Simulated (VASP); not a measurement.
# CdSe (F-43m) in VASP: a series of runs

Aim: see how the results for CdSe move with the level of theory and the settings. Levels: revPBE+D4, PBEsol, RPBE+D3(BJ). Tasks: single point, relaxation of cell and atoms.

Everything below comes from runs of VASP 6.6.1. Logs are shortened: lines on timing, memory, paths and dates and some standing lists are left out, and cuts for length are marked.

### 1 The cell of the first run

Symmetry: F-43m, No. 216, cubic system. Conventional cell: a = 6.108 Å, b = 6.108 Å, c = 6.108 Å, α = 90.00°, β = 90.00°, γ = 90.00°. Cd (site symmetry -43m) has 4 Se at 2.65 Å within 3.5 Å. Within 3.5 Å of Se (site symmetry -43m) lie 4 Cd at 2.65 Å.

### 2 Single point, revPBE+D4

Contents of INCAR:

```
ALGO = Normal
EDIFF = 1E-7
ENCUT = 520
GGA = RE
ISIF = 2
ISMEAR = -1
IVDW = 13
LASPH = True
LCHARG = False
LREAL = False
LWAVE = False
NBANDS = 16
NELM = 60
PREC = Accurate
SIGMA = 0.05
```

Contents of KPOINTS:

```
k-points
0
Gamma
  8 8 8
```

Contents of POSCAR:

```
CdSe
1.0
    0.0000000000      3.0542142245      3.0542142245
    3.0542142245      0.0000000000      3.0542142245
    3.0542142245      3.0542142245      0.0000000000
Cd Se
1 1
Direct
    0.0000000000      0.0000000000      0.0000000000
    0.2500000000      0.2500000000      0.2500000000
```

Potentials or basis: VASP PAW PBE potentials, release 64 (Cd, Se).

Launch:

```bash
$ cat potpaw_PBE.64/Cd/POTCAR potpaw_PBE.64/Se/POTCAR > POTCAR
$ mpirun -np 1 vasp_std > vasp.out
```

OUTCAR:

```text
EDIFF = 1E-7
   ENCUT = 520
   GGA = RE
   ISIF = 2
   ISMEAR = -1
   IVDW = 13
   LASPH = True
   LREAL = False
   NELM = 60
   PREC = Accurate

 ion  position               nearest neighbor table
   1  0.000  0.000  0.000-   2 2.65   2 2.65   2 2.65   2 2.65
   2  0.250  0.250  0.250-   1 2.65   1 2.65   1 2.65   1 2.65

  LATTYP: Found a face centered cubic cell.
 ALAT       =     6.1084284490

  Lattice vectors:

 A1 = (   0.0000000000,   3.0542142245,   3.0542142245)
 A2 = (   3.0542142245,   0.0000000000,   3.0542142245)
 A3 = (   3.0542142245,   3.0542142245,   0.0000000000)

Analysis of symmetry for initial positions (statically):
=====================================================================
 Subroutine PRICEL returns:
 Original cell was already a primitive cell.

 Routine SETGRP: Setting up the symmetry group for a
 face centered cubic supercell.

 Subroutine GETGRP returns: Found 24 space group operations
 (whereof 24 operations were pure point group operations)
 out of a pool of 48 trial point group operations.

The static configuration has the point symmetry T_d .

Analysis of symmetry for dynamics (positions and initial velocities):
=====================================================================
 Subroutine PRICEL returns:
 Original cell was already a primitive cell.

 Routine SETGRP: Setting up the symmetry group for a
 face centered cubic supercell.

 Subroutine GETGRP returns: Found 24 space group operations
 (whereof 24 operations were pure point group operations)
 out of a pool of 48 trial point group operations.

The dynamic configuration has the point symmetry T_d .

 Subroutine INISYM returns: Found 24 space group operations
 (whereof 24 operations are pure point group operations),
 and found     1 'primitive' translations

----------------------------------------------------------------------------------------

                                     Primitive cell

  volume of cell :      56.9808

  direct lattice vectors                    reciprocal lattice vectors
     0.000000000  3.054214224  3.054214224    -0.163708228  0.163708228  0.163708228
     3.054214224  0.000000000  3.054214224     0.163708228 -0.163708228  0.163708228
     3.054214224  3.054214224  0.000000000     0.163708228  0.163708228 -0.163708228

  length of vectors
     4.319311179  4.319311179  4.319311179     0.283550969  0.283550969  0.283550969

[... 79 lines left out ...]
   NELM   =     60;   NELMIN=  2; NELMDL= -5     # of ELM steps
   EDIFF  = 0.1E-06   stopping-criterion for ELM
   LREAL  =      F    real-space projection
   EDIFFG = 0.1E-05   stopping-criterion for IOM
   NSW    =      0    number of steps for IOM
   IBRION =     -1    ionic relax: 0-MD 1-quasi-New 2-CG
   NFREE  =      0    steps in history (QN), initial steepest desc. (CG)
   ISIF   =      2    stress and relaxation
   ISYM   =      2    0-nonsym 1-usesym 2-fastsym
   POTIM  = 0.5000    time-step for ionic-motion
   TEBEG  =    0.0;   TEEND  =   0.0 temperature during run
   PSTRESS=    0.0 pullay stress
   NELECT =      18.0000    total number of electrons
   NUPDOWN=      -1.0000    fix difference up-down
   EMIN   =  10.00;   EMAX   =-10.00  energy-range for DOS
   EFERMI =   0.00;   METHOD = LEGACY
   ISMEAR =    -1;   SIGMA  =   0.05  broadening in eV -4-tet -1-fermi 0-gaus
   EFERMI_NEDOS =   21; number of points for ismear=-14 and -15
   IALGO  =     38    algorithm
   IMIX   =      4    mixing-type and parameters
     AMIX     =   0.40;   BMIX     =  1.00
     AMIX_MAG =   1.60;   BMIX_MAG =  1.00
  volume/ion in A,a.u.               =      28.49       192.26
  Fermi-wavevector in a.u.,A,eV,Ry     =   1.114952  2.106954 16.913647  1.243118
  Thomas-Fermi vector in A             =   2.251552
   LORBIT       =      0    0 simple, 1 ext, 2 COOP (PROOUT), +10 PAW based schemes
   GGA     = RE    functional components
   LHFCALC =     F    Hartree Fock is set to
   AEXX    =    0.0000 exact exchange contribution
   IVDW    =    13    specifies the selected vdW correction
   LEPSILON=     F    determine dielectric tensor
   LRPA    =     F    only Hartree local field effects (RPA)
 non-spin polarized calculation
  energy-cutoff  :      520.00
  volume of cell :       56.98
 maximum number of plane-waves:      1543
   NGX = 17   NGY = 17   NGZ = 17

 number of electron      18.0000006 magnetization

 Free energy of the ion-electron system (eV)
  ---------------------------------------------------
  ext. energy  EPLUGINS =         0.00000000
  ---------------------------------------------------
  free energy    TOTEN  =        -4.89527591 eV

  energy without entropy =       -4.89526994  energy(sigma->0) =       -4.89527292

 E-fermi :   1.3257     XC(G=0):  -8.6506

 val. band max:        0.9303025610   @ k =   0.0000   0.0000   0.0000
 cond. band min:       1.6424495549   @ k =   0.0000   0.0000   0.0000
 fundamental gap:      0.7121469939
 Fermi energy:         1.3257005566

 k-point     1 :       0.0000    0.0000    0.0000
  band No.  band energies     occupation
      1     -11.5565      2.00000
      2      -6.9648      2.00000
      3      -6.9648      2.00000
      4      -6.9648      2.00000
      5      -6.6060      2.00000
      6      -6.6060      2.00000
[... 433 lines left out ...]
      3      -6.8160      2.00000
      4      -6.6234      2.00000
      5      -6.5899      2.00000
      6      -6.2332      2.00000
[... 8 lines left out ...]
     15      12.6822      0.00000
     16      13.6064      0.00000

 [... further k-points ...]

------------------------ aborting loop because EDIFF is reached ----------------------------------------

  DFT-D4 for vdW energy calculation

  Edisp (eV):   -1.06686

  FORCE on cell =-STRESS in cart. coord.  units (eV):
  Direction    XX          YY          ZZ          XY          YZ          ZX
  --------------------------------------------------------------------------------------
  -------------------------------------------------------------------------------------
  Total       0.09616     0.09616     0.09616     0.00000    -0.00000    -0.00000
  in kB       2.70374     2.70374     2.70374     0.00000    -0.00000    -0.00000
  external pressure =        2.70 kB  Pullay stress =        0.00 kB

 VOLUME and BASIS-vectors are now :
 -----------------------------------------------------------------------------
  energy-cutoff  :      520.00
  volume of cell :       56.98
      direct lattice vectors                 reciprocal lattice vectors
     0.000000000  3.054214224  3.054214224    -0.163708228  0.163708228  0.163708228
     3.054214224  0.000000000  3.054214224     0.163708228 -0.163708228  0.163708228
     3.054214224  3.054214224  0.000000000     0.163708228  0.163708228 -0.163708228

 POSITION                                       TOTAL-FORCE (eV/Angst)
 -----------------------------------------------------------------------------------
      0.00000      0.00000      0.00000         0.000000      0.000000      0.000000
      1.52711      1.52711      1.52711        -0.000000     -0.000000     -0.000000
 -----------------------------------------------------------------------------------
    total drift:                               -0.000001     -0.000001     -0.000001

  FREE ENERGIE OF THE ION-ELECTRON SYSTEM (eV)
  ---------------------------------------------------
  free  energy   TOTEN  =        -5.9621324538 eV

  energy  without entropy=       -5.9621264848  energy(sigma->0) =       -5.96212947
```

OSZICAR:

```text
N       E                     dE             d eps       ncg     rms          rms(c)
DAV:   1     0.104778376032E+03    0.10478E+03   -0.88076E+03   952   0.101E+03
DAV:   2    -0.126330386415E+01   -0.10604E+03   -0.10026E+03  1120   0.246E+02
DAV:   3    -0.524146304692E+01   -0.39782E+01   -0.39717E+01  1112   0.489E+01
DAV:   4    -0.525836440527E+01   -0.16901E-01   -0.16901E-01  1160   0.321E+00
DAV:   5    -0.525847434414E+01   -0.10994E-03   -0.10994E-03  1120   0.225E-01    0.624E+00
DAV:   6    -0.491098251558E+01    0.34749E+00   -0.51931E-01  1344   0.836E+00    0.491E+00
DAV:   7    -0.489116346600E+01    0.19819E-01   -0.15735E-01  1048   0.261E+00    0.205E+00
DAV:   8    -0.489427394529E+01   -0.31105E-02   -0.14787E-02  1072   0.145E+00    0.273E-01
DAV:   9    -0.489496491109E+01   -0.69097E-03   -0.17167E-03  1104   0.495E-01    0.499E-02
DAV:  10    -0.489514281672E+01   -0.17791E-03   -0.21731E-04  1200   0.169E-01    0.497E-02
DAV:  11    -0.489527281591E+01   -0.13000E-03   -0.24487E-04  1120   0.878E-02    0.196E-02
DAV:  12    -0.489527305107E+01   -0.23517E-06   -0.24477E-06  1112   0.164E-02    0.786E-03
DAV:  13    -0.489527592989E+01   -0.28788E-05   -0.72789E-06  1144   0.137E-02    0.353E-03
DAV:  14    -0.489527590521E+01    0.24677E-07   -0.94337E-08   952   0.245E-03
   1 F= -.59621325E+01 E0= -.59621295E+01  d E =-.596906E-05
```

Wall time 42 s (1 thread of AMD EPYC 7R13 (Zen 3), shared host); peak memory 0.15 GiB.

What came out:

| Item | Value |
| --- | --- |
| Free energy | -5.9621 eV |
| Pressure | 0.3 GPa |
| Band gap on the k mesh | 0.71 eV |
| Dispersion energy per atom | -0.533 eV |

Levels at points of the mesh, in eV from the valence-band top:
```tsv
k point	band 7	band 8	band 9	band 10	band 11	band 12
(0.00, 0.00, 0.00)	0.00	0.00	0.00	0.71	5.99	5.99
(0.50, 0.00, 0.00)	-4.27	-0.73	-0.73	2.48	6.50	6.50
(0.50, 0.50, 0.00)	-3.99	-1.79	-1.79	3.30	3.82	9.21
```

Caveat: the PAW data sets were made with another functional, which shifts forces and pressure a little.

(Continued in part 2 of 2.)
